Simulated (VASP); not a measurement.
Here is a VASP 6.6.1 calculation.

File INCAR:

```
ALGO = Fast ; EDIFF = 1E-6
ENCUT = 520 ; GGA = PS
ISIF = 2 ; ISMEAR = 0
LASPH = True ; LCHARG = False
LREAL = False ; LWAVE = False
NBANDS = 49 ; NELM = 100
PREC = Accurate ; SIGMA = 0.15
```

Contents of KPOINTS:

```
k-points
0
Gamma
  6 6 12
```

Contents of POSCAR:

```
Hf3Si2
1.0
    6.9764609887      0.0000000000      0.0000000000
    0.0000000000      6.9764609887      0.0000000000
    0.0000000000      0.0000000000      3.6070281186
Hf Si
6 4
Direct
    0.6738642686      0.8261357314      0.5000000000
    0.8261357314      0.3261357314      0.5000000000
    0.3261357314      0.1738642686      0.5000000000
    0.1738642686      0.6738642686      0.5000000000
    0.5000000000      0.5000000000      0.0000000000
    0.0000000000      0.0000000000      0.0000000000
    0.6238117757      0.1453126485      0.0000000000
    0.8761882243      0.6453126485      0.0000000000
    0.1238117757      0.3976890971      0.0000000000
    0.3761882243      0.8976890971      0.0000000000
```

Potentials or basis: VASP PAW PBE potentials, release 64 (Hf_pv, Si).

Launch:

```console
$ cat potpaw_PBE.64/Hf_pv/POTCAR potpaw_PBE.64/Si/POTCAR > POTCAR
$ mpirun -np 1 vasp_std > vasp.out
```

(1) Predict the band gap on the k mesh.

(2) What does it give for the pressure?

(3) What does it give for the largest force?

## Answers

(1) zero (bands 38 and 39 overlap by 1.39 eV).

(2) 1.1 GPa.

(3) 1.428 eV/Å.

Caveat: the cell differs from its parent crystal (all Si atoms moved +0.150 Å, as atom 7 along Cartesian [0 1 0]); the PAW data sets were made with another functional, which shifts forces and pressure a little; spin-orbit coupling is left out, which moves the levels of the heavy elements.
